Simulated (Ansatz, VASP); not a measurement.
# NbCd3: VASP beside Ansatz

```xyz
4
Lattice="4.2510 0.0000 0.0000 0.0000 4.2510 0.0000 0.0000 0.0000 4.2510" Properties=species:S:1:pos:R:3 pbc="T T T"
Cd    0.0000    2.1255    2.1255
Cd    2.1255    0.0000    2.1255
Cd    2.1255    2.1255    0.0000
Nb    0.0000    0.0000    0.0000
```

Alike in both runs: task single point; functional r2SCAN; k mesh 6 × 6 × 6; occupations methfessel-paxton of order 1, width 0.1932 eV; no spin polarisation.

```csv
,VASP,Ansatz
version,VASP 6.6.1,Ansatz 0.2.0
potentials or method,"VASP PAW PBE potentials, release 64 (Cd, Nb_sv), cutoff 520 eV",PAW plane waves
valence electrons in the cell,49,73
```

|  | VASP | Ansatz | Ansatz less VASP |
| --- | --- | --- | --- |
| pressure (GPa) | 2.2 | 1.6 | -0.57 |

VASP's potentials were made for PBE, not for r2SCAN. VASP's potentials hold 49 valence electrons a cell and Ansatz's 73, so a difference there can come from the potentials and not from the codes.
